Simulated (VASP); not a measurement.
# ZnO in VASP: a series of runs, part 3 of 3

VASP 6.6.1.

### Step 5. Single point, r2SCAN (strain +0.5%)

POSCAR reads:

```
ZnO
1.0
    0.0000000000      2.1444392384      2.1444392384
    2.1444392384      0.0000000000      2.1444392384
    2.1444392384      2.1444392384      0.0000000000
Zn O
1 1
Direct
    0.0000000000      0.0000000000      0.0000000000
    0.5000000000      0.5000000000      0.5000000000
```

INCAR.step1 reads:

```
SYSTEM = ZnO
PREC = Accurate
ENCUT = 520
ISMEAR = 0
SIGMA = 0.01
LREAL = .FALSE.
LASPH = .TRUE.
NELM = 80
NBANDS = 16
GGA = PE
ALGO = Normal
EDIFF = 1E-4
LWAVE = .TRUE.
LCHARG = .FALSE.
```

INCAR.step2 reads:

```
SYSTEM = ZnO
PREC = Accurate
ENCUT = 520
EDIFF = 1E-6
ISMEAR = 0
SIGMA = 0.01
LREAL = .FALSE.
LASPH = .TRUE.
NELM = 80
ALGO = Normal
ISIF = 2
LWAVE = .FALSE.
LCHARG = .FALSE.
METAGGA = R2SCAN
LMIXTAU = .TRUE.
NBANDS = 16
ISTART = 1
```

KPOINTS reads:

```
Automatic mesh
0
G
  10 10 10
  0 0 0
```

Potentials or basis: VASP PAW PBE potentials, release 64 (Zn, O).

Run with:

```sh
> cat potpaw_PBE.64/Zn/POTCAR potpaw_PBE.64/O/POTCAR > POTCAR
> cp INCAR.step1 INCAR
> mpirun -np 1 vasp_std > vasp.out
> cp INCAR.step2 INCAR
> mpirun -np 1 vasp_std > vasp.out
```

OUTCAR:

```text
SYSTEM = ZnO
   PREC = Accurate
   ENCUT = 520
   EDIFF = 1E-6
   ISMEAR = 0
   LREAL = .FALSE.
   LASPH = .TRUE.
   NELM = 80
   ISIF = 2
   METAGGA = R2SCAN
   ISTART = 1

 ion  position               nearest neighbor table
   1  0.000  0.000  0.000-   2 2.14   2 2.14   2 2.14   2 2.14   2 2.14   2 2.14
   2  0.500  0.500  0.500-   1 2.14   1 2.14   1 2.14   1 2.14   1 2.14   1 2.14

  LATTYP: Found a face centered cubic cell.
 ALAT       =     4.2888784768

  Lattice vectors:

 A1 = (   0.0000000000,   2.1444392384,   2.1444392384)
 A2 = (   2.1444392384,   0.0000000000,   2.1444392384)
 A3 = (   2.1444392384,   2.1444392384,   0.0000000000)

Analysis of symmetry for initial positions (statically):
=====================================================================
 Subroutine PRICEL returns:
 Original cell was already a primitive cell.

 Routine SETGRP: Setting up the symmetry group for a
 face centered cubic supercell.

 Subroutine GETGRP returns: Found 48 space group operations
 (whereof 48 operations were pure point group operations)
 out of a pool of 48 trial point group operations.

The static configuration has the point symmetry O_h .

Analysis of symmetry for dynamics (positions and initial velocities):
=====================================================================
 Subroutine PRICEL returns:
 Original cell was already a primitive cell.

 Routine SETGRP: Setting up the symmetry group for a
 face centered cubic supercell.

 Subroutine GETGRP returns: Found 48 space group operations
 (whereof 48 operations were pure point group operations)
 out of a pool of 48 trial point group operations.

The dynamic configuration has the point symmetry O_h .

 Subroutine INISYM returns: Found 48 space group operations
 (whereof 48 operations are pure point group operations),
 and found     1 'primitive' translations

----------------------------------------------------------------------------------------

                                     Primitive cell

  volume of cell :      19.7229

  direct lattice vectors                    reciprocal lattice vectors
     0.000000000  2.144439238  2.144439238    -0.233161188  0.233161188  0.233161188
     2.144439238  0.000000000  2.144439238     0.233161188 -0.233161188  0.233161188
     2.144439238  2.144439238  0.000000000     0.233161188  0.233161188 -0.233161188

  length of vectors
     3.032695055  3.032695055  3.032695055     0.403847024  0.403847024  0.403847024

  position of ions in fractional coordinates (direct lattice)
     0.000000000  0.000000000  0.000000000
     0.500000000  0.500000000  0.500000000

  ion indices of the primitive-cell ions
   primitive index   ion index
                 1           1
                 2           2

----------------------------------------------------------------------------------------

 KPOINTS: Automatic mesh

Automatic generation of k-mesh.
 Grid dimensions read from file:
 generate k-points for:   10   10   10

 Generating k-lattice:

  Cartesian coordinates                     Fractional coordinates (reciprocal lattice)
    -0.023316119  0.023316119  0.023316119     0.100000000  0.000000000  0.000000000
     0.023316119 -0.023316119  0.023316119     0.000000000  0.100000000  0.000000000
     0.023316119  0.023316119 -0.023316119     0.000000000  0.000000000  0.100000000

  Length of vectors
     0.040384702  0.040384702  0.040384702

  Shift w.r.t. Gamma in fractional coordinates (k-lattice)
     0.000000000  0.000000000  0.000000000

 Subroutine IBZKPT returns following result:
 ===========================================

 Found     47 irreducible k-points:

 Following reciprocal coordinates:
            Coordinates               Weight
  0.000000  0.000000  0.000000      1.000000
  0.100000  0.000000  0.000000      8.000000
  0.200000  0.000000  0.000000      8.000000
  0.300000  0.000000  0.000000      8.000000
  0.400000  0.000000  0.000000      8.000000
  0.500000  0.000000  0.000000      4.000000
[... 16 lines left out ...]
  0.300000  0.300000  0.000000      6.000000
  0.400000  0.300000  0.000000     24.000000
 [... further k-points ...]
   k-points           NKPTS =     47   k-points in BZ     NKDIM =     47   number of bands    NBANDS=     16
   number of dos      NEDOS =    301   number of ions     NIONS =      2
   total plane-waves  NPLWV =  13824
   dimension x,y,z NGX =    24 NGY =   24 NGZ =   24
   dimension x,y,z NGXF=    48 NGYF=   48 NGZF=   48
   ions per type =               1   1
   NGX,Y,Z   is equivalent  to a cutoff of  13.16, 13.16, 13.16 a.u.
   NGXF,Y,Z  is equivalent  to a cutoff of  26.31, 26.31, 26.31 a.u.
 SYSTEM =  ZnO
   PREC   = accura    normal or accurate (medium, high low for compatibility)
   ISTART =      1    job   : 0-new  1-cont  2-samecut
   ICHARG =      0    charge: 1-file 2-atom 10-const
   ISPIN  =      1    spin polarized calculation?
   LNONCOLLINEAR =      F non collinear calculations
   LSORBIT =      F    spin-orbit coupling
   LASPH  =      T    aspherical Exc in radial PAW
   ENCUT  =  520.0 eV  38.22 Ry    6.18 a.u.   5.64  5.64  5.64*2*pi/ulx,y,z
   NELM   =     80;   NELMIN=  2; NELMDL=  0     # of ELM steps
   EDIFF  = 0.1E-05   stopping-criterion for ELM
   LREAL  =      F    real-space projection
   EDIFFG = 0.1E-04   stopping-criterion for IOM
   NSW    =      0    number of steps for IOM
   IBRION =     -1    ionic relax: 0-MD 1-quasi-New 2-CG
   NFREE  =      0    steps in history (QN), initial steepest desc. (CG)
   ISIF   =      2    stress and relaxation
   ISYM   =      2    0-nonsym 1-usesym 2-fastsym
   POTIM  = 0.5000    time-step for ionic-motion
   TEBEG  =    0.0;   TEEND  =   0.0 temperature during run
   PSTRESS=    0.0 pullay stress
   NELECT =      18.0000    total number of electrons
   NUPDOWN=      -1.0000    fix difference up-down
   EMIN   =  10.00;   EMAX   =-10.00  energy-range for DOS
   EFERMI =   0.00;   METHOD = LEGACY
   ISMEAR =     0;   SIGMA  =   0.01  broadening in eV -4-tet -1-fermi 0-gaus
   EFERMI_NEDOS =   21; number of points for ismear=-14 and -15
   IALGO  =     38    algorithm
   IMIX   =      4    mixing-type and parameters
     AMIX     =   0.40;   BMIX     =  1.00
     AMIX_MAG =   1.60;   BMIX_MAG =  1.00
  volume/ion in A,a.u.               =       9.86        66.55
  Fermi-wavevector in a.u.,A,eV,Ry     =   1.587969  3.000826 34.309055  2.521644
  Thomas-Fermi vector in A             =   2.687044
   LORBIT       =      0    0 simple, 1 ext, 2 COOP (PROOUT), +10 PAW based schemes
   METAGGA = R2SCAN    functional components
   LHFCALC =     F    Hartree Fock is set to
   AEXX    =    0.0000 exact exchange contribution
   IVDW    =     0    specifies the selected vdW correction
   LEPSILON=     F    determine dielectric tensor
   LRPA    =     F    only Hartree local field effects (RPA)
 non-spin polarized calculation
 Gauss-broadening in eV      SIGMA  =   0.01
  energy-cutoff  :      520.00
  volume of cell :       19.72
 maximum number of plane-waves:       544
   NGX = 11   NGY = 11   NGZ = 11

 number of electron      18.0000010 magnetization

 Free energy of the ion-electron system (eV)
  ---------------------------------------------------
  ext. energy  EPLUGINS =         0.00000000
  ---------------------------------------------------
  free energy    TOTEN  =       -17.94894567 eV

  energy without entropy =      -17.94894567  energy(sigma->0) =      -17.94894567

 E-fermi :   2.4531     XC(G=0): -13.0325

 val. band max:        2.2988575908   @ k =   0.5000   0.0000   0.0000
 cond. band min:       3.7730796104   @ k =   0.0000   0.0000   0.0000
 fundamental gap:      1.4742220196
 Fermi energy:         2.4531441149

 k-point     1 :       0.0000    0.0000    0.0000
  band No.  band energies     occupation
      1     -17.1697      2.00000
      2      -2.5917      2.00000
      3      -2.5917      2.00000
      4      -2.5917      2.00000
      5      -2.4093      2.00000
      6      -2.4093      2.00000
[... 8 lines left out ...]
     15      22.8194      0.00000
     16      22.8199      0.00000
[... 419 lines left out ...]
 k-point    24 :       0.4000    0.3000    0.0000
  band No.  band energies     occupation
      1     -16.0122      2.00000
      2      -3.9002      2.00000
      3      -2.9779      2.00000
      4      -2.5903      2.00000
      5      -2.3632      2.00000
      6      -2.1709      2.00000
[... 8 lines left out ...]
     15      30.8256      0.00000
     16      31.2405      0.00000

 [... further k-points ...]

------------------------ aborting loop because EDIFF is reached ----------------------------------------

  FORCE on cell =-STRESS in cart. coord.  units (eV):
  Direction    XX          YY          ZZ          XY          YZ          ZX
  --------------------------------------------------------------------------------------
  -------------------------------------------------------------------------------------
  Total       -0.1652772     -0.1652772     -0.1652772      0.0000000      0.0000000     -0.0000000
  in kB      -13.4261782    -13.4261782    -13.4261782      0.0000000      0.0000000     -0.0000000
  external PRESSURE =     -13.4261782 kB  Pullay stress =       0.0000000 kB

 VOLUME and BASIS-vectors are now :
 -----------------------------------------------------------------------------
  energy-cutoff  :      520.00
  volume of cell :       19.72
      direct lattice vectors                 reciprocal lattice vectors
     0.000000000  2.144439238  2.144439238    -0.233161188  0.233161188  0.233161188
     2.144439238  0.000000000  2.144439238     0.233161188 -0.233161188  0.233161188
     2.144439238  2.144439238  0.000000000     0.233161188  0.233161188 -0.233161188

 POSITION                                       TOTAL-FORCE (eV/Angst)
 -----------------------------------------------------------------------------------
      0.00000      0.00000      0.00000        -0.000000     -0.000000     -0.000000
      2.14444      2.14444      2.14444         0.000000      0.000000      0.000000
 -----------------------------------------------------------------------------------
    total drift:                                0.000000     -0.000000     -0.000000

  FREE ENERGIE OF THE ION-ELECTRON SYSTEM (eV)
  ---------------------------------------------------
  free  energy   TOTEN  =       -17.9489456676 eV

  energy  without entropy=      -17.9489456676  energy(sigma->0) =      -17.94894567
```

OUTCAR.step1:

```text
SYSTEM = ZnO
   PREC = Accurate
   ENCUT = 520
   ISMEAR = 0
   LREAL = .FALSE.
   LASPH = .TRUE.
[... 677 lines left out ...]
      0.00000      0.00000      0.00000         0.000000      0.000000     -0.000000
      2.14444      2.14444      2.14444        -0.000000      0.000000      0.000000
 -----------------------------------------------------------------------------------
    total drift:                                0.000000     -0.000000     -0.000000

  FREE ENERGIE OF THE ION-ELECTRON SYSTEM (eV)
  ---------------------------------------------------
  free  energy   TOTEN  =        -8.6188356588 eV

  energy  without entropy=       -8.6188356588  energy(sigma->0) =       -8.61883566
```

Run time: 3.4 min. Hardware: 1 thread of AMD EPYC 7R13, shared host; peak memory 0.12 GiB.

Results:

```yaml
Free_energy: -17.9489 eV
Pressure: -1.3 GPa
Band_gap_on_the_k_mesh: 1.47 eV, indirect (least direct gap 2.85 eV)
```

Levels at points of the mesh, in eV from the valence-band top:
```tsv
k point	band 7	band 8	band 9	band 10	band 11	band 12
(0.00, 0.00, 0.00)	-1.38	-1.38	-1.38	1.47	18.74	18.74
(0.50, 0.00, 0.00)	-3.63	0.00	0.00	6.16	9.92	13.70
(0.50, 0.50, 0.00)	-4.10	-2.81	-2.81	4.96	11.60	11.92
```

Caveat: the cell differs from its parent crystal (strain +0.5%); the PAW data sets were made with another functional, which shifts forces and pressure a little. A k mesh can miss the band edges.

### Step 6. Single point, PBE (uniaxial x strain -2.0%)

INCAR reads:

```
SYSTEM = ZnO
PREC = Accurate
ENCUT = 520
EDIFF = 1E-6
ISMEAR = -1
SIGMA = 0.02
LREAL = .FALSE.
LASPH = .TRUE.
NELM = 80
ALGO = Normal
ISIF = 2
LWAVE = .FALSE.
LCHARG = .FALSE.
GGA = PE
NBANDS = 16
```

KPOINTS reads:

```
regular mesh
0
G
  10 10 10
  0 0 0
```

POSCAR reads:

```
ZnO
1.0
    0.0000000000      2.1337703864      2.1337703864
    2.0910949787      0.0000000000      2.1337703864
    2.0910949787      2.1337703864      0.0000000000
Zn O
1 1
Direct
    0.0000000000      0.0000000000      0.0000000000
    0.5000000000      0.5000000000      0.5000000000
```

Potentials or basis: VASP PAW PBE potentials, release 64 (Zn, O).

Run with:

```sh
> cat potpaw_PBE.64/Zn/POTCAR potpaw_PBE.64/O/POTCAR > POTCAR
> mpirun -np 1 vasp_std > vasp.out
```

It took 85 s on 1 thread of AMD EPYC 7R13, shared host; peak memory 0.13 GiB.

Results (log left out):

* Free energy: -8.5743 eV
* Pressure: 13.6 GPa
* Band gap on the k mesh: 0.95 eV, indirect (least direct gap 2.46 eV)

Stress tensor (GPa, compression positive):
```
15.66  0.00  0.00
 0.00 12.59  0.00
 0.00  0.00 12.59
```

Levels at points of the mesh, in eV from the valence-band top:
```tsv
k point	band 6	band 7	band 8	band 9	band 10	band 11	band 12	band 13
(0.00, 0.00, 0.00)	-4.73	-1.62	-1.51	-1.51	0.95	18.06	18.06	18.15
(0.50, 0.00, 0.00)	-4.51	-3.70	-0.12	0.00	5.41	9.28	12.68	13.13
(0.50, 0.50, 0.00)	-4.39	-4.07	-3.10	-2.90	4.29	10.69	11.35	15.52
(0.00, 0.50, 0.50)	-4.40	-4.02	-3.07	-3.07	4.27	10.98	11.09	15.47
```

Caveat: the cell differs from its parent crystal (uniaxial x strain -2.0%).

### Step 7. Overview

| level | cell | smearing | gap on the mesh (eV) | pressure (GPa) |
| --- | --- | --- | --- | --- |
| PBE | a = 3.018 Å, angles 60.0°, 2 atoms | fermi-dirac 0.02 eV | 0.92 | 9.1 |
| PBE | a = 3.033 Å, angles 60.0°, 2 atoms | fermi-dirac 0.02 eV | 0.85 | 6.2 |
| r2SCAN | a = 3.018 Å, angles 60.0°, 2 atoms | gaussian 0.01 eV | 1.55 | 1.5 |
| r2SCAN | a = 3.033 Å, angles 60.0°, 2 atoms | gaussian 0.01 eV | 1.47 | -1.3 |
| PBE | a = 3.018, b = 2.988, c = 2.988 Å, angles 60.7, 59.7, 59.7°, 2 atoms | fermi-dirac 0.02 eV | 0.95 | 13.6 |

Alike in all rows: task single point; potentials or basis VASP PAW PBE potentials, release 64 (Zn, O); no spin polarisation; k mesh 10 × 10 × 10; cutoff (eV) 520.

Caveats: the PAW data sets were made with another functional, which shifts forces and pressure a little (some runs).

Total energies depend on the potentials used, so only differences within one code and one set of settings carry meaning.
